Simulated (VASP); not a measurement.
**TlSbO2: single point with r2SCAN+rVV10**

TlSbO2:

```
Tl Sb O
1.0
     1.75054    1.01068    6.42578
    -1.75054    1.01068    6.42578
     0.00000   -2.02135    6.42578
Tl Sb O
1 1 2
Cartesian
  1.7505 1.0107 6.4258
  0.0000 0.0000 9.6387
  0.0000 0.0000 4.3898
  0.0000 0.0000 14.8875
```

| Quantity | Value |
| --- | --- |
| Program | VASP 6.6.1 |
| Task | single point |
| Functional | r2SCAN |
| Dispersion | rVV10 |
| Potentials or basis | VASP PAW PBE potentials, release 64 (Tl_d, Sb, O) |
| Cutoff | 520 eV |
| k mesh | 10 × 10 × 10 |
| Occupations | fermi-dirac, width 0.03 eV |
| Spin | no spin polarisation |

```
Pressure               : -0.3 GPa
Largest force          : 0.056 eV/Å
Band gap on the k mesh : zero (band 15 reaches 6.92 eV, above the bottom of band 16 at 6.71 eV)
```

Forces in eV/Å, atoms in the order of the input:
```
Tl   0.000  0.000  0.000
Sb   0.000  0.000  0.000
O    0.000  0.000 -0.056
O    0.000  0.000  0.056
```

Stress tensor (GPa, compression positive):
```
-0.39  0.00  0.00
 0.00 -0.39  0.00
 0.00  0.00 -0.18
```

Levels at points of the mesh, in eV from the Fermi level:
```tsv
k point	band 12	band 13	band 14	band 15	band 16	band 17	band 18	band 19
(0.00, 0.00, 0.00)	-3.64	-3.38	-3.38	-0.52	-0.21	4.62	4.62	6.38
(0.50, 0.00, 0.00)	-3.99	-3.35	-2.65	-1.07	0.87	2.29	4.88	5.27
(0.50, 0.50, 0.00)	-4.47	-3.18	-2.96	-0.58	0.13	3.16	4.82	5.45
(0.50, 0.50, 0.50)	-3.44	-3.44	-2.76	-1.89	1.07	4.59	4.82	4.82
```

Wall time 18 min on 1 thread of Intel(R) Xeon(R) 6975P-C (Granite Rapids), with other jobs on the host, peak memory 0.93 GiB.

Caveat: the PAW data sets were made with another functional, which shifts forces and pressure a little; spin-orbit coupling is left out, which moves the levels of the heavy elements.
